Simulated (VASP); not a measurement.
VIr3, 4 atoms in the cell. The structure is cubic, space group Pm-3m (No. 221). Conventional cell: a = 3.917 Å, b = 3.917 Å, c = 3.917 Å, α = 90.00°, β = 90.00°, γ = 90.00°. Within 3.7 Å of V (site symmetry m-3m) lie 12 Ir at 2.77 Å. Ir (site symmetry 4/mmm) has 4 V at 2.77 Å and 8 Ir at 2.77 Å within 3.7 Å. 

- Program: VASP 6.6.1
- Task: single point
- Functional: PBEsol
- Potentials or basis: VASP PAW PBE potentials, release 64 (V_sv, Ir)
- Cutoff: 520 eV
- k mesh: 12 × 12 × 12
- Occupations: gaussian, width 0.1 eV
- Spin: no spin polarisation
- Dipole correction: no
- Further INCAR settings: ALGO = Fast; EDIFF = 1e-06; NBANDS = 28

Potentials or basis: VASP PAW PBE potentials, release 64 (V_sv, Ir).

The run is started by

```sh
$ cat potpaw_PBE.64/V_sv/POTCAR potpaw_PBE.64/Ir/POTCAR > POTCAR
$ mpirun -np 1 vasp_std > vasp.out
```

Hardware: 1 thread of AMD EPYC 7R13 Processor (Zen 3), on a shared host.

Q: Estimate the wall time of this run.

A: It took 110 s on 1 thread of AMD EPYC 7R13 Processor (Zen 3) (shared host), peak memory 0.22 GiB. Counts: scf iterations 17, k points 84.
